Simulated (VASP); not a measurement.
A run of VASP 6.6.1 is set up as follows.

The input POSCAR:

```
CdSe
1.0
    0.0000000000      3.0358077901      3.0358077901
    3.0358077901      0.0000000000      3.0358077901
    3.0358077901      3.0358077901      0.0000000000
Cd Se
1 1
Direct
    0.0000000000      0.0000000000      0.0000000000
    0.7500000000      0.7500000000      0.7500000000
```

File INCAR.step1:

```
SYSTEM = CdSe
PREC     = Accurate       ! precision mode
ENCUT    = 520            ! plane-wave cutoff, eV
ISMEAR   = 0              ! smearing method
SIGMA    = 0.02           ! smearing width, eV
LREAL    = .False.        ! projectors in reciprocal space
LASPH    = .True.         ! aspherical terms in the spheres
NELM     = 100            ! most SCF steps
NBANDS   = 16             ! bands
GGA      = PE             ! functional
ALGO     = Normal         ! electronic algorithm
EDIFF    = 1E-4           ! SCF threshold, eV
LWAVE    = .True.         ! write WAVECAR
LCHARG   = .False.        ! write CHGCAR
```

File INCAR.step2:

```
SYSTEM = CdSe
PREC     = Accurate       ! precision mode
ENCUT    = 520            ! plane-wave cutoff, eV
EDIFF    = 1E-6           ! SCF threshold, eV
ISMEAR   = 0              ! smearing method
SIGMA    = 0.02           ! smearing width, eV
LREAL    = .False.        ! projectors in reciprocal space
LASPH    = .True.         ! aspherical terms in the spheres
NELM     = 100            ! most SCF steps
ALGO     = Normal         ! electronic algorithm
ISIF     = 2              ! what is computed and relaxed
LWAVE    = .False.        ! write WAVECAR
LCHARG   = .False.        ! write CHGCAR
METAGGA  = R2SCAN         ! meta-GGA
LMIXTAU  = .True.       
NBANDS   = 16             ! bands
ISTART   = 1
```

KPOINTS

```
Automatic mesh
0
Gamma
  8 8 8
  0 0 0
```

Potentials or basis: VASP PAW PBE potentials, release 64 (Cd, Se).

Run with:

```sh
$ cat potpaw_PBE.64/Cd/POTCAR potpaw_PBE.64/Se/POTCAR > POTCAR
$ cp INCAR.step1 INCAR
$ mpirun -np 1 vasp_std > vasp.out
$ cp INCAR.step2 INCAR
$ mpirun -np 1 vasp_std > vasp.out
```

Problem. Predict the pressure.

Solution. 2.0 GPa.

Problem. What does it give for the band gap on the k mesh?

Solution. 1.10 eV, direct.

Caveat: the PAW data sets were made with another functional, which shifts forces and pressure a little.
